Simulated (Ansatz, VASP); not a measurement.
## KZnCl3: VASP beside Ansatz

```
CELL_PARAMETERS angstrom
4.90012 -0.03675 0.00000
-0.03675 4.90012 0.00000
0.00000 0.00000 4.90012
ATOMIC_POSITIONS crystal
K 0.00000 0.00000 0.00000
Zn 0.50000 0.50000 0.50000
Cl 0.50000 0.50000 0.00000
Cl 0.50000 0.00000 0.50000
Cl 0.00000 0.50000 0.50000
```

Change from the starting cell: shear_xy strain -1.5%.

Alike in both runs: task single point; functional r2SCAN; k mesh 6 × 6 × 6; no spin polarisation.

```csv
,VASP,Ansatz
version,VASP 6.6.1,Ansatz 0.2.0
potentials or method,"VASP PAW PBE potentials, release 64 (K_sv, Zn, Cl)","plane waves, PAW"
plane-wave cutoff (eV),520,500
occupations,"gaussian, width 0.01 eV",fixed
valence electrons in the cell,42,42
```

|  | VASP | Ansatz | Ansatz less VASP |
| --- | --- | --- | --- |
| gap on the k mesh at the Fermi level (eV) | 2.25 | 2.24 | -0.003 |
| pressure (GPa) | 0.0 | 0.0 | +0.03 |
| traceless stress, the component that is largest in VASP (GPa) | 0.32 | 0.34 | +0.014 |

VASP's potentials were made for PBE, not for r2SCAN.
